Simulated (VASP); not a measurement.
# HfN (Fm-3m) in VASP: further runs, part 2 of 2

VASP 6.6.1.

### Step 4. Vibrations by perturbation theory, PBEsol

This run uses another cell than the first one, of 10.97 Å³/atom.

Contents of INCAR:

```
SYSTEM = HfN
PREC = Accurate ; ENCUT = 520
EDIFF = 1E-8 ; ISMEAR = -1
SIGMA = 0.15 ; LREAL = .FALSE.
LASPH = .TRUE. ; NELM = 80
ALGO = Normal ; ISIF = 2
LWAVE = .FALSE. ; LCHARG = .FALSE.
GGA = PS ; NBANDS = 14
IBRION = 8 ; NSW = 1
```

Contents of KPOINTS:

```
Automatic mesh
0
G
  16 16 16
  0 0 0
```

Contents of POSCAR:

```
HfN
1.0
    0.0000000000      2.2221071607      2.2221071607
    2.2221071607      0.0000000000      2.2221071607
    2.2221071607      2.2221071607      0.0000000000
Hf N
1 1
Direct
    0.0000000000      0.0000000000      0.0000000000
    0.5000000000      0.5000000000      0.5000000000
```

Potentials or basis: VASP PAW PBE potentials, release 64 (Hf_pv, N).

The run is started by

```
> cat potpaw_PBE.64/Hf_pv/POTCAR potpaw_PBE.64/N/POTCAR > POTCAR
> mpirun -np 1 vasp_std > vasp.out
```

OUTCAR:

```text
SYSTEM = HfN
   PREC = Accurate
   ENCUT = 520
   EDIFF = 1E-8
   ISMEAR = -1
   LREAL = .FALSE.
   LASPH = .TRUE.
   NELM = 80
   ISIF = 2
   GGA = PS
   IBRION = 8
   NSW = 1

 ion  position               nearest neighbor table
   1  0.000  0.000  0.000-   2 2.22   2 2.22   2 2.22   2 2.22   2 2.22   2 2.22
   2  0.500  0.500  0.500-   1 2.22   1 2.22   1 2.22   1 2.22   1 2.22   1 2.22

  LATTYP: Found a face centered cubic cell.
 ALAT       =     4.4442143214

  Lattice vectors:

 A1 = (   0.0000000000,   2.2221071607,   2.2221071607)
 A2 = (   2.2221071607,   0.0000000000,   2.2221071607)
 A3 = (   2.2221071607,   2.2221071607,   0.0000000000)

Analysis of symmetry for initial positions (statically):
=====================================================================
 Subroutine PRICEL returns:
 Original cell was already a primitive cell.

 Routine SETGRP: Setting up the symmetry group for a
 face centered cubic supercell.

 Subroutine GETGRP returns: Found 48 space group operations
 (whereof 48 operations were pure point group operations)
 out of a pool of 48 trial point group operations.

The static configuration has the point symmetry O_h .

Analysis of symmetry for dynamics (positions and initial velocities):
=====================================================================
 Subroutine PRICEL returns:
 Original cell was already a primitive cell.

 Routine SETGRP: Setting up the symmetry group for a
 face centered cubic supercell.

 Subroutine GETGRP returns: Found 48 space group operations
 (whereof 48 operations were pure point group operations)
 out of a pool of 48 trial point group operations.

The dynamic configuration has the point symmetry O_h .
[... 589 lines left out ...]
    total drift:                                0.000000     -0.000000     -0.000000

  FREE ENERGIE OF THE ION-ELECTRON SYSTEM (eV)
  ---------------------------------------------------
  free  energy   TOTEN  =       -22.9942072367 eV

  energy  without entropy=      -22.9533454986  energy(sigma->0) =      -22.97377637

[... ionic steps 2 to 3 ...]

--------------------------------------- Ionic step        4  -------------------------------------------

------------------------ aborting loop because EDIFF is reached ----------------------------------------

[... ionic steps 5 to 6 ...]

--------------------------------------- Ionic step        7  -------------------------------------------

 Free energy of the ion-electron system (eV)
  ---------------------------------------------------
  ---------------------------------------------------
  free energy    TOTEN  =        -0.23291370 eV

  energy without entropy =       -0.23291370

------------------------ aborting loop because EDIFF is reached ----------------------------------------

 INTERNAL STRAIN TENSOR  FOR ION    2  DIRECTION 1   (eV/Angst):
 -----------------------------------------------------------------------------
     0.00574  0.00000 -0.00000
     0.00000 -0.00530 -0.00000
    -0.00000 -0.00000 -0.00530

 INTERNAL STRAIN TENSOR FOR ION    2 for displacements in x,y,z  (eV/Angst):
          X           Y           Z          XY          YZ          ZX
  --------------------------------------------------------------------------------
  x     0.00000     0.00000     0.00000     0.00000     0.00000     0.00000
  y     0.00000     0.00000     0.00000     0.00000     0.00000     0.00000
  z     0.00000     0.00000     0.00000     0.00000     0.00000     0.00000

 SECOND DERIVATIVES (NOT SYMMETRIZED)
 ------------------------------------
               1X          1Y          1Z          2X          2Y          2Z
  1X   -13.991212    0.000000    0.000000   13.991212    0.000000    0.000000
  1Y     0.000000  -13.991212    0.000000    0.000000   13.991212    0.000000
  1Z     0.000000    0.000000  -13.991212    0.000000    0.000000   13.991212
  2X    14.006175    0.000000    0.000000  -14.006175    0.000000    0.000000
  2Y     0.000000   14.006175    0.000000    0.000000  -14.006175    0.000000
  2Z     0.000000    0.000000   14.006175    0.000000    0.000000  -14.006175

 Eigenvectors and eigenvalues of the dynamical matrix
 ----------------------------------------------------

   1 f  =   16.237246 THz   102.021625 2PiTHz  541.616224 cm-1    67.151823 meV
             X         Y         Z           dx          dy          dz
      0.000000  0.000000  0.000000     0.068812    0.260631   -0.000000
      2.222107  2.222107  2.222107    -0.245825   -0.931078   -0.000000
[... 21 lines left out ...]
   6 f/i=    0.002253 THz     0.014154 2PiTHz    0.075141 cm-1     0.009316 meV
             X         Y         Z           dx          dy          dz
      0.000000  0.000000  0.000000     0.232004   -0.931478    0.076543
      2.222107  2.222107  2.222107     0.064944   -0.260743    0.021426

--------------------------------------------------------------------------------------------------------

 ELASTIC MODULI CONTR FROM IONIC RELAXATION (kBar)
 Direction    XX          YY          ZZ          XY          YZ          ZX
 --------------------------------------------------------------------------------
 XX           0.0000      0.0000      0.0000      0.0000      0.0000      0.0000
 YY           0.0000      0.0000      0.0000      0.0000      0.0000      0.0000
 ZZ           0.0000      0.0000      0.0000      0.0000      0.0000      0.0000
 XY           0.0000      0.0000      0.0000      0.0000      0.0000      0.0000
 YZ           0.0000      0.0000      0.0000      0.0000      0.0000      0.0000
 ZX           0.0000      0.0000      0.0000      0.0000      0.0000      0.0000
 --------------------------------------------------------------------------------
```

It took 2.3 min on 1 thread of Intel Xeon Platinum 8559C (Emerald Rapids), shared host; peak memory 0.37 GiB.

Results:

| Item | Value |
| --- | --- |
| Highest phonon frequency at Γ | 542 cm⁻¹ |

Phonon frequencies in cm⁻¹ (negative: imaginary):
```tsv
q point	frequencies
(0.000, 0.000, 0.000)	0 0 0 542 542 542
```

Caveat: the cell stands under pressure or tension, which shifts response properties; the PAW data sets were made with another functional, which shifts forces and pressure a little; spin-orbit coupling is left out, which moves the levels of the heavy elements.

### Step 5. Vibrations by perturbation theory, PBEsol (11.64 Å³/atom)

This run uses another cell than the first one, of 11.64 Å³/atom.

Contents of INCAR:

```
ALGO     = Normal         # electronic algorithm
EDIFF    = 1E-8           # SCF threshold, eV
ENCUT    = 520            # plane-wave cutoff, eV
GGA      = PS             # functional
IBRION   = 8              # ionic algorithm
ISIF     = 2              # what is computed and relaxed
ISMEAR   = -1             # smearing method
LASPH    = T              # aspherical terms in the spheres
LCHARG   = F              # write CHGCAR
LREAL    = F              # projectors in reciprocal space
LWAVE    = F              # write WAVECAR
NELM     = 80             # most SCF steps
NSW      = 1              # ionic steps
PREC     = Accurate       # precision mode
SIGMA    = 0.15           # smearing width, eV
```

Contents of KPOINTS:

```
k-points
0
Gamma
  16 16 16
```

Contents of POSCAR:

```
HfN
1.0
    0.0000000000      2.2660707588      2.2660707588
    2.2660707588      0.0000000000      2.2660707588
    2.2660707588      2.2660707588      0.0000000000
Hf N
1 1
Direct
    0.0000000000      0.0000000000      0.0000000000
    0.5000000000      0.5000000000      0.5000000000
```

Potentials or basis: VASP PAW PBE potentials, release 64 (Hf_pv, N).

The run is started by

```
> cat potpaw_PBE.64/Hf_pv/POTCAR potpaw_PBE.64/N/POTCAR > POTCAR
> mpirun -np 1 vasp_std > vasp.out
```

OUTCAR:

```text
EDIFF = 1E-8
   ENCUT = 520
   GGA = PS
   IBRION = 8
   ISIF = 2
   ISMEAR = -1
   LASPH = T
   LREAL = F
   NELM = 80
   NSW = 1
   PREC = Accurate

 ion  position               nearest neighbor table
   1  0.000  0.000  0.000-   2 2.27   2 2.27   2 2.27   2 2.27   2 2.27   2 2.27
   2  0.500  0.500  0.500-   1 2.27   1 2.27   1 2.27   1 2.27   1 2.27   1 2.27

  LATTYP: Found a face centered cubic cell.
 ALAT       =     4.5321415176

  Lattice vectors:

 A1 = (   0.0000000000,   2.2660707588,   2.2660707588)
[... 589 lines left out ...]
               1X          1Y          1Z          2X          2Y          2Z
  1X   -11.144038    0.000000    0.000000   11.144038    0.000000    0.000000
  1Y     0.000000  -11.144038    0.000000    0.000000   11.144038    0.000000
  1Z     0.000000    0.000000  -11.144038    0.000000    0.000000   11.144038
  2X    11.138847    0.000000    0.000000  -11.138847    0.000000    0.000000
  2Y     0.000000   11.138847    0.000000    0.000000  -11.138847    0.000000
  2Z     0.000000    0.000000   11.138847    0.000000    0.000000  -11.138847

 Eigenvectors and eigenvalues of the dynamical matrix
 ----------------------------------------------------

   1 f  =   14.480947 THz    90.986471 2PiTHz  483.032384 cm-1    59.888356 meV
             X         Y         Z           dx          dy          dz
      0.000000  0.000000  0.000000     0.000000    0.000000   -0.269754
      2.266071  2.266071  2.266071     0.000000    0.000000    0.962929
[... 21 lines left out ...]
   6 f/i=    0.000876 THz     0.005506 2PiTHz    0.029230 cm-1     0.003624 meV
             X         Y         Z           dx          dy          dz
      0.000000  0.000000  0.000000     0.140882   -0.850463    0.429065
      2.266071  2.266071  2.266071     0.039467   -0.238248    0.120198

--------------------------------------------------------------------------------------------------------

 ELASTIC MODULI CONTR FROM IONIC RELAXATION (kBar)
 Direction    XX          YY          ZZ          XY          YZ          ZX
 --------------------------------------------------------------------------------
 XX           0.0000      0.0000      0.0000      0.0000      0.0000      0.0000
 YY           0.0000      0.0000      0.0000      0.0000      0.0000      0.0000
 ZZ           0.0000      0.0000      0.0000      0.0000      0.0000      0.0000
 XY           0.0000      0.0000      0.0000      0.0000      0.0000      0.0000
 YZ           0.0000      0.0000      0.0000      0.0000      0.0000      0.0000
 ZX           0.0000      0.0000      0.0000      0.0000      0.0000      0.0000
 --------------------------------------------------------------------------------
```

stdout:

```text
POSCAR found type information on POSCAR HfN
 POSCAR found :  2 types and       2 ions
 scaLAPACK will be used
 -----------------------------------------------------------------------------
|                                                                             |
|                                                                             |
|     You enforced a specific xc type in the INCAR file but a different       |
|     I HOPE YOU KNOW WHAT YOU ARE DOING!                                     |
|                                                                             |
 -----------------------------------------------------------------------------

 LDA part: xc-table for (Slater+PW92), standard interpolation
 POSCAR, INCAR and KPOINTS ok, starting setup
 FFT: planning ... GRIDC
 FFT: planning ... GRID_SOFT
 FFT: planning ... GRID
 WAVECAR not read
 entering main loop
 Linear response reoptimize wavefunctions to high precision
 Linear response DOF=           2
 Linear response progress:
 first order change of Fermi-energy   0.13243E-03
 force on displaced ion       1 direction 1 : -11.144   0.000   0.000
 Linear response progress:
 first order change of Fermi-energy   0.62814E-04
 force on displaced ion       2 direction 1 : -11.139   0.000   0.000
 Linear response finished
```

Run time: 9.5 min. Hardware: 1 thread of Intel Xeon Platinum 8259CL at 2.50GHz (Skylake/Cascade Lake), shared host; peak memory 0.36 GiB.

Results:

```yaml
Highest_phonon_frequency_at_Γ: 483 cm⁻¹
```

Phonon frequencies in cm⁻¹ (negative: imaginary):
```csv
q point,frequencies
"(0.000, 0.000, 0.000)",0 0 0 483 483 483
```

Caveat: the cell stands under pressure or tension, which shifts response properties; the PAW data sets were made with another functional, which shifts forces and pressure a little; spin-orbit coupling is left out, which moves the levels of the heavy elements.

### Step 6. Elastic constants, PBEsol

This run uses another cell than the first one, of 10.32 Å³/atom.

Contents of INCAR:

```
PREC = Accurate ; ENCUT = 600
EDIFF = 1E-8 ; ISMEAR = -1
SIGMA = 0.15 ; LREAL = False
LASPH = True ; NELM = 100
ALGO = Normal ; ISIF = 3
LWAVE = False ; LCHARG = True
GGA = PS ; NBANDS = 14
IBRION = 6 ; NFREE = 2
POTIM = 0.015 ; NSW = 1
```

Contents of KPOINTS:

```
Automatic mesh
0
Gamma
  16 16 16
```

Contents of POSCAR:

```
HfN
1.0
    0.0000000000      2.1774440458      2.1774440458
    2.1774440458      0.0000000000      2.1774440458
    2.1774440458      2.1774440458      0.0000000000
Hf N
1 1
Direct
    0.0000000000      0.0000000000      0.0000000000
    0.5000000000      0.5000000000      0.5000000000
```

Potentials or basis: VASP PAW PBE potentials, release 64 (Hf_pv, N).

The run is started by

```
> cat potpaw_PBE.64/Hf_pv/POTCAR potpaw_PBE.64/N/POTCAR > POTCAR
> mpirun -np 1 vasp_std > vasp.out
```

OUTCAR:

```text
PREC = Accurate
   ENCUT = 600
   EDIFF = 1E-8
   ISMEAR = -1
   LREAL = False
   LASPH = True
   NELM = 100
   ISIF = 3
   GGA = PS
   IBRION = 6
   NFREE = 2
   POTIM = 0.015
   NSW = 1

 ion  position               nearest neighbor table
   1  0.000  0.000  0.000-   2 2.18   2 2.18   2 2.18   2 2.18   2 2.18   2 2.18
   2  0.500  0.500  0.500-   1 2.18   1 2.18   1 2.18   1 2.18   1 2.18   1 2.18

  LATTYP: Found a face centered cubic cell.
 ALAT       =     4.3548880916

  Lattice vectors:

 A1 = (   0.0000000000,   2.1774440458,   2.1774440458)
 A2 = (   2.1774440458,   0.0000000000,   2.1774440458)
 A3 = (   2.1774440458,   2.1774440458,   0.0000000000)

Analysis of symmetry for initial positions (statically):
=====================================================================
 Subroutine PRICEL returns:
 Original cell was already a primitive cell.

 Routine SETGRP: Setting up the symmetry group for a
 face centered cubic supercell.

 Subroutine GETGRP returns: Found 48 space group operations
 (whereof 48 operations were pure point group operations)
 out of a pool of 48 trial point group operations.

The static configuration has the point symmetry O_h .

Analysis of symmetry for dynamics (positions and initial velocities):
=====================================================================
 Subroutine PRICEL returns:
[... 774 lines left out ...]
  in kB      328.7747956    327.3716835    327.3716835      0.0000000      0.0000000      0.0000000
  external PRESSURE =     327.8393876 kB  Pullay stress =       0.0000000 kB
[... 17 lines left out ...]
  FREE ENERGIE OF THE ION-ELECTRON SYSTEM (eV)
  ---------------------------------------------------
  free  energy   TOTEN  =       -22.8253849750 eV

  energy  without entropy=      -22.7872600404  energy(sigma->0) =      -22.80632251

 INTERNAL STRAIN TENSORS FROM STRAINED CELLS
 ============================================

 INTERNAL STRAIN TENSOR FOR ION    1 for displacements in x,y,z  (eV/Angst):
          X           Y           Z          XY          YZ          ZX
  --------------------------------------------------------------------------------
  x     0.00000    -0.00000    -0.00000     0.00000    -0.00000     0.00000
  y    -0.00000     0.00000    -0.00000     0.00000    -0.00000    -0.00000
  z     0.00000     0.00000     0.00000    -0.00000    -0.00000     0.00000

 INTERNAL STRAIN TENSORS FROM DISPLACED ATOMS
 ============================================

 INTERNAL STRAIN TENSOR FOR ION    1 for displacements in x,y,z  (eV/Angst):
          X           Y           Z          XY          YZ          ZX
  --------------------------------------------------------------------------------
  x     0.00000     0.00000     0.00000     0.00000     0.00000     0.00000
  y     0.00000     0.00000     0.00000     0.00000     0.00000     0.00000
  z     0.00000     0.00000     0.00000     0.00000     0.00000     0.00000

 INTERNAL STRAIN TENSOR FOR ION    2 for displacements in x,y,z  (eV/Angst):
          X           Y           Z          XY          YZ          ZX
  --------------------------------------------------------------------------------
  x     0.00000     0.00000     0.00000     0.00000     0.00000     0.00000
  y     0.00000     0.00000     0.00000     0.00000     0.00000     0.00000
  z     0.00000     0.00000     0.00000     0.00000     0.00000     0.00000

 Eigenvectors and eigenvalues of the dynamical matrix
 ----------------------------------------------------

   1 f  =   18.093276 THz   113.683405 2PiTHz  603.526719 cm-1    74.827743 meV
             X         Y         Z           dx          dy          dz
      0.000000  0.000000  0.000000     0.000000    0.269719    0.000000
      2.177444  2.177444  2.177444     0.000000   -0.962939    0.000000
[... 21 lines left out ...]
   6 f/i=    0.000436 THz     0.002742 2PiTHz    0.014558 cm-1     0.001805 meV
             X         Y         Z           dx          dy          dz
      0.000000  0.000000  0.000000     0.000000    0.000000    0.962939
      2.177444  2.177444  2.177444     0.000000    0.000000    0.269719

--------------------------------------------------------------------------------------------------------

 ELASTIC MODULI CONTR FROM IONIC RELAXATION (kBar)
 Direction    XX          YY          ZZ          XY          YZ          ZX
 --------------------------------------------------------------------------------
 XX           0.0000      0.0000      0.0000      0.0000      0.0000      0.0000
 YY           0.0000      0.0000      0.0000      0.0000      0.0000      0.0000
 ZZ           0.0000      0.0000      0.0000      0.0000      0.0000      0.0000
 XY           0.0000      0.0000      0.0000      0.0000      0.0000      0.0000
 YZ           0.0000      0.0000      0.0000      0.0000      0.0000      0.0000
 ZX           0.0000      0.0000      0.0000      0.0000      0.0000      0.0000
 --------------------------------------------------------------------------------

 TOTAL ELASTIC MODULI (kBar)
 Direction    XX          YY          ZZ          XY          YZ          ZX
 --------------------------------------------------------------------------------
 XX        9379.4914   1224.0044   1224.0044      0.0000      0.0000      0.0000
 YY        1224.0044   9379.4914   1224.0044     -0.0000      0.0000      0.0000
 ZZ        1224.0044   1224.0044   9379.4914      0.0000      0.0000     -0.0000
 XY           0.0000     -0.0000      0.0000   1413.1003     -0.0000      0.0000
 YZ           0.0000      0.0000      0.0000     -0.0000   1413.1003      0.0000
 ZX           0.0000      0.0000     -0.0000      0.0000      0.0000   1413.1003
 --------------------------------------------------------------------------------
```

Wall time 55 min (1 thread of Intel Xeon Platinum 8259CL at 2.50GHz (Skylake/Cascade Lake), shared host); peak memory 0.73 GiB.

What came out:

| Property | Result |
| --- | --- |
| Elastic constants C11, C12, C44 | 938, 122, 141 GPa |
| Voigt bulk modulus | 394 GPa |
| Highest phonon frequency at Γ | 604 cm⁻¹ |

Phonon frequencies in cm⁻¹ (negative: imaginary):
```tsv
q point	frequencies
(0.000, 0.000, 0.000)	0 0 0 604 604 604
```

Elastic tensor in Voigt notation (GPa, in the Cartesian axes of the cell as first typed):
```
938 122 122   0   0   0
122 938 122   0   0   0
122 122 938   0   0   0
  0   0   0 141   0   0
  0   0   0   0 141   0
  0   0   0   0   0 141
```

Clamped-ion elastic tensor (GPa):
```
938 122 122   0   0   0
122 938 122   0   0   0
122 122 938   0   0   0
  0   0   0 141   0   0
  0   0   0   0 141   0
  0   0   0   0   0 141
```

Caveat: the cell is under stress, which shifts elastic constants; the PAW data sets were made with another functional, which shifts forces and pressure a little; spin-orbit coupling is left out, which moves the levels of the heavy elements.
